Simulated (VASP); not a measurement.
Set up this calculation in VASP 6.6.1, as the native input.

| Quantity | Value |
| --- | --- |
| Task | single point |
| Functional | PBE-based screened hybrid with 25 % exact exchange |
| Potentials or basis | VASP PAW PBE potentials, release 64 (Ag) |
| Cutoff | 400 eV |
| k mesh | 6 × 6 × 6 |
| Occupations | fermi-dirac, width 0.05 eV |
| Spin | no spin polarisation |
| Dipole correction | no |
| Grid for exact exchange (PRECFOCK) | Normal |
| Share of exact exchange | 0.25 |
| Further INCAR settings | ALGO = Normal; EDIFF = 1e-06; NBANDS = 12 |
| Screening parameter | 0.3 1/Å |

The system is Ag.

```
Ag
1.0
     0.00000    2.04275    2.04275
     2.04275    0.00000    2.04275
     2.04275    2.04275    0.00000
Ag
1
Direct
  0.00000 0.00000 0.00000
```

The input as run:

POSCAR

```
Ag
1.0
    0.0000000000      2.0427500000      2.0427500000
    2.0427500000      0.0000000000      2.0427500000
    2.0427500000      2.0427500000      0.0000000000
Ag
1
Direct
    0.0000000000      0.0000000000      0.0000000000
```

INCAR.step1

```
SYSTEM = Ag
ALGO     = Normal         ! electronic algorithm
EDIFF    = 1E-5           ! SCF threshold, eV
ENCUT    = 400            ! plane-wave cutoff, eV
GGA      = PE             ! functional
GGA_COMPAT= .FALSE.      
ISIF     = 2              ! what is computed and relaxed
ISMEAR   = -1             ! smearing method
LASPH    = .TRUE.         ! aspherical terms in the spheres
LCHARG   = .FALSE.        ! write CHGCAR
LREAL    = .FALSE.        ! projectors in reciprocal space
LWAVE    = .TRUE.         ! write WAVECAR
NBANDS   = 12             ! bands
NELM     = 120            ! most SCF steps
PREC     = Accurate       ! precision mode
SIGMA    = 0.05           ! smearing width, eV
```

INCAR.step2

```
SYSTEM = Ag
AEXX     = 0.25           ! exact-exchange fraction
ALGO     = Normal         ! electronic algorithm
EDIFF    = 1E-6           ! SCF threshold, eV
ENCUT    = 400            ! plane-wave cutoff, eV
GGA      = PE             ! functional
GGA_COMPAT= .FALSE.      
HFSCREEN = 0.3            ! screening, 1/A
ISIF     = 2              ! what is computed and relaxed
ISMEAR   = -1             ! smearing method
ISTART   = 1            
LASPH    = .TRUE.         ! aspherical terms in the spheres
LCHARG   = .FALSE.        ! write CHGCAR
LHFCALC  = .TRUE.         ! exact exchange
LREAL    = .FALSE.        ! projectors in reciprocal space
LWAVE    = .FALSE.        ! write WAVECAR
NBANDS   = 12             ! bands
NELM     = 120            ! most SCF steps
PREC     = Accurate       ! precision mode
PRECFOCK = Normal       
SIGMA    = 0.05           ! smearing width, eV
```

KPOINTS

```
k-points
0
G
  6 6 6
  0 0 0
```

Potentials or basis: VASP PAW PBE potentials, release 64 (Ag).

The run is started by

```bash
$ cat potpaw_PBE.64/Ag/POTCAR > POTCAR
$ cp INCAR.step1 INCAR
$ mpirun -np 1 vasp_std > vasp.out
$ cp INCAR.step2 INCAR
$ mpirun -np 1 vasp_std > vasp.out
```

Results of the run:

- Pressure: 4.5 GPa
- Band gap on the k mesh: zero (an odd number of electrons rules out a gap without spin polarisation)

Caveat: the k points lie up to 0.44 Å⁻¹ apart, too coarse for converged energies and pressures of a metal; the PAW data sets were made with another functional, which shifts forces and pressure a little.

Run time: 6.6 min on 1 thread of AMD EPYC 7R13 Processor (Zen 3), on a shared host, peak memory 0.2 GiB.
